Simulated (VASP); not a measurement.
Wanted: the native input for a VASP 6.6.1 run.

- Task: single point
- Functional: LDA
- Potentials or basis: VASP PAW LDA potentials, release 64 (B, N)
- Cutoff: 520 eV
- k mesh: 12 × 12 × 4
- Occupations: gaussian, width 0.05 eV
- Spin: no spin polarisation
- Dipole correction: no
- Further INCAR settings: ALGO = Normal; EDIFF = 1e-07; NBANDS = 16

The structure of BN lies in POSCAR:

```
BN
1.0
    2.5039917043      0.0000000000      0.0000000000
   -1.2519958522      2.1685204268      0.0000000000
    0.0000000000      0.0000000000      6.6612000000
B N
2 2
Direct
    0.2798816352      0.6275373079      0.2500000000
    0.7201183648      0.3724626921      0.7500000000
    0.3867336457      0.7057584085      0.7500000000
    0.6132663543      0.2942415915      0.2500000000
```

This cell differs from its parent crystal: mode 4 (44.4 1/cm) frozen in, largest displacement -0.120 Å.

The input as run:

INCAR

```
SYSTEM = BN
PREC     = Accurate       ! precision mode
ENCUT    = 520            ! plane-wave cutoff, eV
EDIFF    = 1E-7           ! SCF threshold, eV
ISMEAR   = 0              ! smearing method
SIGMA    = 0.05           ! smearing width, eV
LREAL    = .FALSE.        ! projectors in reciprocal space
LASPH    = .TRUE.         ! aspherical terms in the spheres
NELM     = 80             ! most SCF steps
ALGO     = Normal         ! electronic algorithm
ISIF     = 2              ! what is computed and relaxed
LWAVE    = .FALSE.        ! write WAVECAR
LCHARG   = .FALSE.        ! write CHGCAR
GGA      = CA             ! functional
NBANDS   = 16             ! bands
```

KPOINTS

```
Automatic mesh
0
G
  12 12 4
  0 0 0
```

Potentials or basis: VASP PAW LDA potentials, release 64 (B, N).

Launch:

```console
$ cat potpaw_LDA.64/B/POTCAR potpaw_LDA.64/N/POTCAR > POTCAR
$ mpirun -np 1 vasp_std > vasp.out
```

It gave:

| Quantity | Value |
| --- | --- |
| Pressure | -4.2 GPa |
| Largest force | 0.011 eV/Å |
| Band gap on the k mesh | 3.64 eV, indirect (least direct gap 4.02 eV) |

Caveat: the cell differs from its parent crystal (mode 4 (44.4 1/cm) frozen in, largest displacement -0.120 Å).

Run time: 68 s on 1 thread of Intel(R) Xeon(R) Platinum 8488C (Sapphire Rapids), on a shared host, peak memory 0.2 GiB.
